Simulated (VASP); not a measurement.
Set up this calculation in VASP 6.6.1, as the native input.

```yaml
Task: single point
Functional: LDA
Potentials_or_basis: VASP PAW LDA potentials, release 64 (Ga_d, As)
Cutoff: 520 eV
k_mesh: 4 × 4 × 4
Occupations: gaussian, width 0.01 eV
Spin: no spin polarisation
Dipole_correction: no
Further_INCAR_settings: ALGO = Normal; EDIFF = 1e-06; NBANDS = 16
```

The structure of GaAs lies in POSCAR:

```
GaAs
1.0
    0.0000000000      2.8330831925      2.8330831925
    2.8330831925      0.0000000000      2.8330831925
    2.8330831925      2.8330831925      0.0000000000
Ga As
1 1
Direct
    0.0000000000      0.0000000000      0.0000000000
    0.2500000000      0.2500000000      0.2500000000
```

One way to write it, as run:

INCAR

```
SYSTEM = GaAs
  ALGO = Normal
  EDIFF = 1E-6
  ENCUT = 520
  ISIF = 2
  ISMEAR = 0
  LASPH = .TRUE.
  LCHARG = .TRUE.
  LELF = .TRUE.
  LREAL = .FALSE.
  LVHAR = .TRUE.
  LWAVE = .FALSE.
  NBANDS = 16
  NELM = 60
  PREC = Accurate
  SIGMA = 0.01
```

KPOINTS

```
k-points
0
G
  4 4 4
  0 0 0
```

Potentials or basis: VASP PAW LDA potentials, release 64 (Ga_d, As).

Command:

```sh
$ cat potpaw_LDA.64/Ga_d/POTCAR potpaw_LDA.64/As/POTCAR > POTCAR
$ mpirun -np 1 vasp_std > vasp.out
```

It gave:

* Pressure: -1.8 GPa
* Band gap on the k mesh: 0.26 eV

Caveat: the k points lie up to 0.48 Å⁻¹ apart.

Wall time 13 s on 1 thread of Intel Xeon 8259CL, with other jobs on the host, peak memory 0.14 GiB.
